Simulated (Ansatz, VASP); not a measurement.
# Al in VASP and in Ansatz

```
Al
1.0
    -1.59122    1.61111    1.61111
     1.59122   -1.57133    1.57133
     1.59122    1.57133   -1.57133
Al
1
Direct
  0.00000 0.00000 0.00000
```

Change from the starting cell: strain +0.0250 x Voigt [0, 0, 0, 1, 0, 0], atoms carried along.

Alike in both runs: task single point; functional PBEsol; k mesh 20 × 20 × 20; occupations gaussian, width 0.15 eV; no spin polarisation.

|  | VASP | Ansatz |
| --- | --- | --- |
| version | VASP 6.6.1 | Ansatz 0.2.0 |
| potentials or method | VASP PAW PBE potentials, release 64 (Al), cutoff 520 eV | scalar-relativistic, plane waves, PAW |
| valence electrons in the cell | 3 | 3 |

Ansatz gave:

* gap on the k mesh at the Fermi level (eV): none
* pressure (GPa): 2.2
* traceless stress, the component that is largest in VASP (GPa): -1.11

Task: Estimate VASP's values.

Result: gap on the k mesh at the Fermi level (eV): none; pressure (GPa): 2.3; traceless stress, the component that is largest in VASP (GPa): -1.12.

VASP's potentials were made for PBE, not for PBEsol. A gap of «none» marks a metal or a gap that the smearing closes.
